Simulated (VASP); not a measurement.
Here is a VASP 6.6.1 calculation.

File POSCAR:

```
LiCl
1.0
    0.0000000000      2.5647700000      2.5647700000
    2.5647700000      0.0000000000      2.5647700000
    2.5647700000      2.5647700000      0.0000000000
Li Cl
1 1
Direct
    0.0000000000      0.0000000000      0.0000000000
    0.5000000000      0.5000000000      0.5000000000
```

INCAR.step1

```
PREC = Accurate
ENCUT = 600
ISMEAR = -1
SIGMA = 0.1
LREAL = False
LASPH = True
NELM = 60
GGA = PE
ALGO = Normal
EDIFF = 1E-4
LWAVE = True
LCHARG = False
```

The input INCAR.step2:

```
PREC = Accurate
ENCUT = 600
EDIFF = 1E-6
ISMEAR = -1
SIGMA = 0.1
LREAL = False
LASPH = True
NELM = 60
ALGO = Normal
ISIF = 3
LWAVE = False
LCHARG = False
METAGGA = R2SCAN
LMIXTAU = True
IBRION = 2
NSW = 100
EDIFFG = -0.002
ISTART = 1
```

Contents of KPOINTS:

```
regular mesh
0
Gamma
  16 16 16
```

Potentials or basis: VASP PAW PBE potentials, release 64 (Li_sv, Cl).

Run with:

```bash
$ cat potpaw_PBE.64/Li_sv/POTCAR potpaw_PBE.64/Cl/POTCAR > POTCAR
$ cp INCAR.step1 INCAR
$ mpirun -np 1 vasp_std > vasp.out
$ cp INCAR.step2 INCAR
$ mpirun -np 1 vasp_std > vasp.out
```

(1) What does it give for the space group after relaxing (to 0.1 Å)?

(2) Predict the relaxed volume.

Results:

(1) Fm-3m (No. 225).

(2) 16.46 Å³/atom.

Caveat: the cutoff is under 1.25 times the usual one of these potentials, so pressure, stress and relaxed cells hold a basis-set (Pulay) error; the PAW data sets were made with another functional, which shifts forces and pressure a little.
